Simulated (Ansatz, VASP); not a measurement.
## Pt: VASP beside Ansatz

INCAR

```
SYSTEM = Pt
  PREC = Accurate
  ENCUT = 500
  EDIFF = 1E-6
  ISMEAR = 0
  SIGMA = 0.1
  LREAL = .False.
  LASPH = .True.
  NELM = 120
  ALGO = Normal
  ISIF = 2
  LWAVE = .False.
  LCHARG = .False.
  GGA = PS
  NBANDS = 11
  GGA_COMPAT = .False.
```

The input KPOINTS:

```
regular mesh
0
Gamma
  8 8 8
  0 0 0
```

Contents of POSCAR:

```
Pt
1.0
    0.0000000000      1.9715751809      1.9715751809
    1.9715751809      0.0000000000      1.9715751809
    1.9715751809      1.9715751809      0.0000000000
Pt
1
Direct
    0.0000000000      0.0000000000      0.0000000000
```

Input for Ansatz:

```yaml
crystal:
  lattice:
    - [0.0, 1.9715751809, 1.9715751809]
    - [1.9715751809, 0.0, 1.9715751809]
    - [1.9715751809, 1.9715751809, 0.0]
  atoms:
    - { symbol: Pt, position: [0.0, 0.0, 0.0] }
basis:
  ecutwfc: 420
kpoints:
  mp_grid: { grid: [8, 8, 8] }
hamiltonian:
  xc: pbesol
scf:
  occupations: { method: gaussian, width: 0.1 }
output:
  forces: true
  stress: true
  eigenvalues: true
```

Alike in both runs: task single point; functional PBEsol; k mesh 8 × 8 × 8; occupations gaussian, width 0.1 eV; no spin polarisation.

|  | VASP | Ansatz |
| --- | --- | --- |
| version | VASP 6.6.1 | Ansatz 0.2.0 |
| potentials or method | VASP PAW PBE potentials, release 64 (Pt), cutoff 500 eV | scalar-relativistic, plane waves, PAW |
| valence electrons in the cell | 10 | 18 |

|  | VASP | Ansatz | Ansatz less VASP |
| --- | --- | --- | --- |
| gap on the k mesh at the Fermi level (eV) | none | none | - |
| pressure (GPa) | -6.3 | -5.8 | +0.46 |

VASP's potentials were made for PBE, not for PBEsol. A gap of «none» marks a metal or a gap that the smearing closes. The functional is the same, so the differences come from potentials, cutoffs and numerics. VASP's potentials hold 10 valence electrons a cell and Ansatz's 18, so a difference there can come from the potentials and not from the codes.

Neither program's run includes spin-orbit coupling.
